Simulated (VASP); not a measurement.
# Yb (Im-3m) in VASP: notebook

Runs on Yb. Level: PBEsol+U. Tasks: single point.

Program: VASP 6.6.1. These are calculated values, not measurements. Logs are shortened: lines on timing, memory, paths and dates and some standing lists are left out, and cuts for length are marked.

## 1. The cell of the first run

It takes space group Im-3m (No. 229, cubic). Conventional cell: a = 4.303 Å, b = 4.303 Å, c = 4.303 Å, α = 90.00°, β = 90.00°, γ = 90.00°. Yb (site symmetry m-3m) has 14 Yb at 3.73 to 4.30 Å within 4.9 Å.

This isn't the form of Yb at room conditions, which is fcc.

## 2. Single point, PBEsol+U, collinear spin, ferromagnetic start

File INCAR:

```
PREC = Accurate ; ENCUT = 520
EDIFF = 1E-7 ; ISMEAR = -1
SIGMA = 0.05 ; LREAL = F
LASPH = T ; NELM = 150
ALGO = Normal ; ISIF = 2
LWAVE = F ; LCHARG = F
ISPIN = 2 ; MAGMOM = 1
LORBIT = 11 ; LMAXMIX = 6
LDAU = T ; LDAUTYPE = 2
LDAUL = 3 ; LDAUU = 4
LDAUJ = 0 ; LDAUPRINT = 1
GGA = PS ; NBANDS = 22
```

File KPOINTS:

```
regular mesh
0
Gamma
  9 9 9
```

File POSCAR:

```
Yb
1.0
   -2.1514830000      2.1514830000      2.1514830000
    2.1514830000     -2.1514830000      2.1514830000
    2.1514830000      2.1514830000     -2.1514830000
Yb
1
Direct
    0.0000000000      0.0000000000      0.0000000000
```

Potentials or basis: VASP PAW PBE potentials, release 64 (Yb).

Launch:

```sh
$ cat potpaw_PBE.64/Yb/POTCAR > POTCAR
$ mpirun -np 1 vasp_std > vasp.out
```

OUTCAR:

```text
PREC = Accurate
   ENCUT = 520
   EDIFF = 1E-7
   ISMEAR = -1
   LREAL = F
   LASPH = T
   NELM = 150
   ISIF = 2
   ISPIN = 2
   LORBIT = 11
   GGA = PS

 ion  position               nearest neighbor table
   1  0.000  0.000  0.000-

  LATTYP: Found a body centered cubic cell.
 ALAT       =     4.3029660000

  Lattice vectors:

 A1 = (  -2.1514830000,   2.1514830000,   2.1514830000)
 A2 = (   2.1514830000,  -2.1514830000,   2.1514830000)
 A3 = (   2.1514830000,   2.1514830000,  -2.1514830000)

Analysis of symmetry for initial positions (statically):
=====================================================================
 Subroutine PRICEL returns:
 Original cell was already a primitive cell.

 Routine SETGRP: Setting up the symmetry group for a
 body centered cubic supercell.

 Subroutine GETGRP returns: Found 48 space group operations
 (whereof 48 operations were pure point group operations)
 out of a pool of 48 trial point group operations.

The static configuration has the point symmetry O_h .

Analysis of symmetry for dynamics (positions and initial velocities):
=====================================================================
 Subroutine PRICEL returns:
 Original cell was already a primitive cell.

 Routine SETGRP: Setting up the symmetry group for a
 body centered cubic supercell.

 Subroutine GETGRP returns: Found 48 space group operations
 (whereof 48 operations were pure point group operations)
 out of a pool of 48 trial point group operations.

The dynamic configuration has the point symmetry O_h .

Analysis of structural, dynamic, and magnetic symmetry:
=====================================================================
 Subroutine PRICEL returns:
 Original cell was already a primitive cell.

 Routine SETGRP: Setting up the symmetry group for a
 body centered cubic supercell.

 Subroutine GETGRP returns: Found 48 space group operations
 (whereof 48 operations were pure point group operations)
 out of a pool of 48 trial point group operations.

The overall configuration has the point symmetry O_h .

 Subroutine INISYM returns: Found 48 space group operations
 (whereof 48 operations are pure point group operations),
 and found     1 'primitive' translations

----------------------------------------------------------------------------------------

                                     Primitive cell

  volume of cell :      39.8358

  direct lattice vectors                    reciprocal lattice vectors
    -2.151483000  2.151483000  2.151483000     0.000000000  0.232397839  0.232397839
     2.151483000 -2.151483000  2.151483000     0.232397839  0.000000000  0.232397839
     2.151483000  2.151483000 -2.151483000     0.232397839  0.232397839  0.000000000

  length of vectors
     3.726477868  3.726477868  3.726477868     0.328660176  0.328660176  0.328660176

  position of ions in fractional coordinates (direct lattice)
     0.000000000  0.000000000  0.000000000

  ion indices of the primitive-cell ions
   primitive index   ion index
[... 97 lines left out ...]
   LORBIT       =     11    0 simple, 1 ext, 2 COOP (PROOUT), +10 PAW based schemes
 LDA+U is selected, type is set to LDAUTYPE =  2
   angular momentum for each species LDAUL =     3
   U (eV)           for each species LDAUU =   4.0
   J (eV)           for each species LDAUJ =   0.0
   GGA     = PS    functional components
   LHFCALC =     F    Hartree Fock is set to
   AEXX    =    0.0000 exact exchange contribution
   IVDW    =     0    specifies the selected vdW correction
   LEPSILON=     F    determine dielectric tensor
   LRPA    =     F    only Hartree local field effects (RPA)
 spin polarized calculation
  energy-cutoff  :      520.00
  volume of cell :       39.84
 maximum number of plane-waves:      1097
   NGX = 13   NGY = 13   NGZ = 13

 number of electron      24.0000000 magnetization       0.0008924

atom =   1  type =  1  l = 3

 onsite density matrix

spin component  1

  0.9847  0.0000  0.0026 -0.0000  0.0000  0.0000  0.0000
  0.0000  0.9872  0.0000 -0.0000 -0.0000  0.0000 -0.0000
  0.0026  0.0000  0.9833  0.0000  0.0000 -0.0000  0.0000
 -0.0000 -0.0000  0.0000  0.9867  0.0000  0.0000  0.0000
  0.0000 -0.0000  0.0000  0.0000  0.9833  0.0000 -0.0026
  0.0000  0.0000 -0.0000  0.0000  0.0000  0.9813  0.0000
  0.0000 -0.0000  0.0000  0.0000 -0.0026  0.0000  0.9847

spin component  2

  0.9847  0.0000  0.0025 -0.0000 -0.0000  0.0000  0.0000
  0.0000  0.9871  0.0000 -0.0000 -0.0000  0.0000 -0.0000
  0.0025  0.0000  0.9834  0.0000  0.0000 -0.0000  0.0000
 -0.0000 -0.0000  0.0000  0.9867  0.0000  0.0000  0.0000
 -0.0000 -0.0000  0.0000  0.0000  0.9834  0.0000 -0.0025
  0.0000  0.0000 -0.0000  0.0000  0.0000  0.9815  0.0000
  0.0000 -0.0000  0.0000  0.0000 -0.0025  0.0000  0.9847

 occupancies and eigenvectors

  o =  0.9813  v =  0.6124  0.0000 -0.7906  0.0000  0.0007 -0.0004  0.0005  0.0000  0.0000  0.0000  0.0000  0.0000  0.0000  0.0000      0.0000  0.0000  0.0000  0.0000  0.0000  0.0000  0.0000  0.0000  0.0000  0.0000  0.0000  0.0000  0.0000  0.0000
  o =  0.9813  v = -0.0005  0.0000  0.0007  0.0000  0.7906  0.0058  0.6124  0.0000  0.0000  0.0000  0.0000  0.0000  0.0000  0.0000      0.0000  0.0000  0.0000  0.0000  0.0000  0.0000  0.0000  0.0000  0.0000  0.0000  0.0000  0.0000  0.0000  0.0000
  o =  0.9813  v = -0.0003 -0.0000  0.0004  0.0000  0.0046 -1.0000  0.0036  0.0000  0.0000  0.0000  0.0000  0.0000  0.0000  0.0000      0.0000  0.0000  0.0000  0.0000  0.0000  0.0000  0.0000  0.0000  0.0000  0.0000  0.0000  0.0000  0.0000  0.0000
  o =  0.9815  v =  0.0000  0.0000  0.0000  0.0000  0.0000  0.0000  0.0000 -0.0002 -0.0000  0.0003  0.0000  0.0034  1.0000  0.0026      0.0000  0.0000  0.0000  0.0000  0.0000  0.0000  0.0000  0.0000  0.0000  0.0000  0.0000  0.0000  0.0000  0.0000
  o =  0.9815  v =  0.0000  0.0000  0.0000  0.0000  0.0000  0.0000  0.0000  0.6124  0.0000 -0.7906  0.0000  0.0005  0.0004  0.0004      0.0000  0.0000  0.0000  0.0000  0.0000  0.0000  0.0000  0.0000  0.0000  0.0000  0.0000  0.0000  0.0000  0.0000
  o =  0.9815  v =  0.0000  0.0000  0.0000  0.0000  0.0000  0.0000  0.0000  0.0004 -0.0000 -0.0005  0.0000 -0.7906  0.0043 -0.6124      0.0000  0.0000  0.0000  0.0000  0.0000  0.0000  0.0000  0.0000  0.0000  0.0000  0.0000  0.0000  0.0000  0.0000
  o =  0.9867  v =  0.0000  0.0000  0.0000  0.0000  0.0000  0.0000  0.0000 -0.0000  0.0000 -0.0000  1.0000 -0.0020 -0.0000  0.0026      0.0000  0.0000  0.0000  0.0000  0.0000  0.0000  0.0000  0.0000  0.0000  0.0000  0.0000  0.0000  0.0000  0.0000
  o =  0.9867  v =  0.0000  0.0000  0.0000  0.0000  0.0000  0.0000  0.0000  0.7906 -0.0000  0.6124  0.0000  0.0002  0.0000 -0.0003      0.0000  0.0000  0.0000  0.0000  0.0000  0.0000  0.0000  0.0000  0.0000  0.0000  0.0000  0.0000  0.0000  0.0000
  o =  0.9867  v =  0.0000  0.0000  0.0000  0.0000  0.0000  0.0000  0.0000 -0.0003  0.0000 -0.0002  0.0033  0.6124  0.0000 -0.7906      0.0000  0.0000  0.0000  0.0000  0.0000  0.0000  0.0000  0.0000  0.0000  0.0000  0.0000  0.0000  0.0000  0.0000
  o =  0.9867  v = -0.0000 -0.0000 -0.0000  1.0000 -0.0042  0.0000  0.0054  0.0000  0.0000  0.0000  0.0000  0.0000  0.0000  0.0000      0.0000  0.0000  0.0000  0.0000  0.0000  0.0000  0.0000  0.0000  0.0000  0.0000  0.0000  0.0000  0.0000  0.0000
  o =  0.9867  v =  0.7906 -0.0000  0.6124  0.0000  0.0002  0.0000 -0.0003  0.0000  0.0000  0.0000  0.0000  0.0000  0.0000  0.0000      0.0000  0.0000  0.0000  0.0000  0.0000  0.0000  0.0000  0.0000  0.0000  0.0000  0.0000  0.0000  0.0000  0.0000
  o =  0.9867  v = -0.0003  0.0000 -0.0002  0.0068  0.6124 -0.0000 -0.7906  0.0000  0.0000  0.0000  0.0000  0.0000  0.0000  0.0000      0.0000  0.0000  0.0000  0.0000  0.0000  0.0000  0.0000  0.0000  0.0000  0.0000  0.0000  0.0000  0.0000  0.0000
  o =  0.9871  v =  0.0000  0.0000  0.0000  0.0000  0.0000  0.0000  0.0000 -0.0000 -1.0000 -0.0000  0.0000  0.0000 -0.0000  0.0000      0.0000  0.0000  0.0000  0.0000  0.0000  0.0000  0.0000  0.0000  0.0000  0.0000  0.0000  0.0000  0.0000  0.0000
  o =  0.9872  v = -0.0000 -1.0000 -0.0000 -0.0000  0.0000  0.0000 -0.0000  0.0000  0.0000  0.0000  0.0000  0.0000  0.0000  0.0000      0.0000  0.0000  0.0000  0.0000  0.0000  0.0000  0.0000  0.0000  0.0000  0.0000  0.0000  0.0000  0.0000  0.0000

 number of electron      24.0000000 magnetization      -0.0005191

 Free energy of the ion-electron system (eV)
  ---------------------------------------------------
  ext. energy  EPLUGINS =         0.00000000
  ---------------------------------------------------
  free energy    TOTEN  =        -3.28076177 eV

  energy without entropy =       -3.27297490  energy(sigma->0) =       -3.27686834

 E-fermi :   1.1400     XC(G=0):  -9.0554

 val. band max:        1.1339577463   @ k =   0.2222   0.2222   0.2222
 cond. band min:       1.1847116671   @ k =  -0.4444  -0.4444   0.2222
 fundamental gap:      0.0507539207
 Fermi energy:         1.1400204077

 spin component 1

 k-point     1 :       0.0000    0.0000    0.0000
  band No.  band energies     occupation
      1     -49.9053      1.00000
      2     -22.2867      1.00000
      3     -22.2867      1.00000
      4     -22.2867      1.00000
      5      -3.7520      1.00000
      6       0.0920      1.00000
[... 1193 lines left out ...]
     21      14.6152      0.00000
     22      16.1562      0.00000

 [... further k-points ...]

------------------------ aborting loop because EDIFF is reached ----------------------------------------

  FORCE on cell =-STRESS in cart. coord.  units (eV):
  Direction    XX          YY          ZZ          XY          YZ          ZX
  --------------------------------------------------------------------------------------
  -------------------------------------------------------------------------------------
  Total       -0.5393499     -0.5393499     -0.5393499      0.0000000      0.0000000     -0.0000000
  in kB      -21.6923900    -21.6923900    -21.6923900      0.0000000      0.0000000     -0.0000000
  external PRESSURE =     -21.6923900 kB  Pullay stress =       0.0000000 kB

 VOLUME and BASIS-vectors are now :
 -----------------------------------------------------------------------------
  energy-cutoff  :      520.00
  volume of cell :       39.84
      direct lattice vectors                 reciprocal lattice vectors
    -2.151483000  2.151483000  2.151483000     0.000000000  0.232397839  0.232397839
     2.151483000 -2.151483000  2.151483000     0.232397839  0.000000000  0.232397839
     2.151483000  2.151483000 -2.151483000     0.232397839  0.232397839  0.000000000

 POSITION                                       TOTAL-FORCE (eV/Angst)
 -----------------------------------------------------------------------------------
      0.00000      0.00000      0.00000        -0.000000     -0.000000     -0.000000
 -----------------------------------------------------------------------------------
    total drift:                                0.000000      0.000000      0.000000

  FREE ENERGIE OF THE ION-ELECTRON SYSTEM (eV)
  ---------------------------------------------------
  free  energy   TOTEN  =        -3.2807617689 eV

  energy  without entropy=       -3.2729749036  energy(sigma->0) =       -3.27686834

 total charge

# of ion       s       p       d       f       tot
--------------------------------------------------
    1        2.208   5.990   0.197  13.777  22.173

 magnetization (x)

# of ion       s       p       d       f       tot
--------------------------------------------------
    1        0.000   0.000  -0.000  -0.000  -0.000
```

It took 2.2 min on 1 thread of Oxide Virtual Turin-like, shared host; peak memory 0.18 GiB.

Results:

- Free energy: -3.2808 eV
- Pressure: -2.2 GPa
- Band gap on the k mesh: zero (filled and empty bands overlap)
- Net moment: 0.00 μB per cell
- Valence electrons inside the program's atomic spheres: Yb 22.17

Eigenvalues of the final occupation matrices:
```csv
site,spin,trace,eigenvalues
site 1 f,1,6.89,0.98 0.98 0.98 0.99 0.99 0.99 0.99
site 1 f,2,6.89,0.98 0.98 0.98 0.99 0.99 0.99 0.99
```

Caveat: the PAW data sets were made with another functional, which shifts forces and pressure a little; spin-orbit coupling is left out, which moves the levels of the heavy elements. The state reached can hang on the start; a lower one may exist.

## 3. Single point, PBEsol+U, collinear spin, ferromagnetic start

File INCAR:

```
SYSTEM = Yb
PREC     = Accurate       ! precision mode
ENCUT    = 520            ! plane-wave cutoff, eV
EDIFF    = 1E-6           ! SCF threshold, eV
ISMEAR   = -1             ! smearing method
SIGMA    = 0.05           ! smearing width, eV
LREAL    = .FALSE.        ! projectors in reciprocal space
LASPH    = .TRUE.         ! aspherical terms in the spheres
NELM     = 150            ! most SCF steps
ALGO     = Normal         ! electronic algorithm
ISIF     = 2              ! what is computed and relaxed
LWAVE    = .FALSE.        ! write WAVECAR
LCHARG   = .FALSE.        ! write CHGCAR
ISPIN    = 2              ! spin polarisation
MAGMOM   = 1              ! initial moments
LORBIT   = 11             ! projections on sites
LMAXMIX  = 6              ! l up to which the mixer works
LDAU     = .TRUE.         ! DFT+U
LDAUTYPE = 2            
LDAUL    = 3              ! shell
LDAUU    = 8              ! U, eV
LDAUJ    = 0            
LDAUPRINT= 1            
GGA      = PS             ! functional
NBANDS   = 22             ! bands
```

File KPOINTS:

```
Automatic mesh
0
G
  9 9 9
  0 0 0
```

POSCAR is that of step 2.

Potentials or basis: VASP PAW PBE potentials, release 64 (Yb).

Launch:

```sh
$ cat potpaw_PBE.64/Yb/POTCAR > POTCAR
$ mpirun -np 1 vasp_std > vasp.out
```

It took 76 s on 1 thread of Oxide Virtual Turin-like, shared host; peak memory 0.18 GiB.

It converged, with:

- Free energy: -2.9268 eV
- Pressure: -1.1 GPa
- Band gap on the k mesh: zero (filled and empty bands overlap)
- Net moment: 0.00 μB per cell
- Valence electrons inside the program's atomic spheres: Yb 22.24

Levels at points of the mesh, in eV from the Fermi level:
Spin up:
```
           k point  band 8  band 9  band 10  band 11  band 12  band 13  band 14  band 15  band 16  band 17
(0.00, 0.00, 0.00)   -2.34   -2.26    -2.26    -2.26    -2.23     3.06     3.06     3.06     4.83     4.83
```
Spin down:
| k point | band 10 | band 11 | band 12 | band 13 | band 14 | band 15 |
| --- | --- | --- | --- | --- | --- | --- |
| (0.00, 0.00, 0.00) | -2.26 | -2.26 | -2.23 | 3.06 | 3.06 | 3.06 |

Eigenvalues of the final occupation matrices:
| site | spin | trace | eigenvalues |
| --- | --- | --- | --- |
| site 1 f | 1 | 6.93 | 0.99 0.99 0.99 0.99 0.99 0.99 0.99 |
| site 1 f | 2 | 6.93 | 0.99 0.99 0.99 0.99 0.99 0.99 0.99 |

Caveat: the PAW data sets were made with another functional, which shifts forces and pressure a little; spin-orbit coupling is left out, which moves the levels of the heavy elements. The state reached can hang on the start; a lower one may exist.

(Continued in part 2 of 2.)

The gap in the log of VASP goes by the Fermi energy; the results here count the filled bands.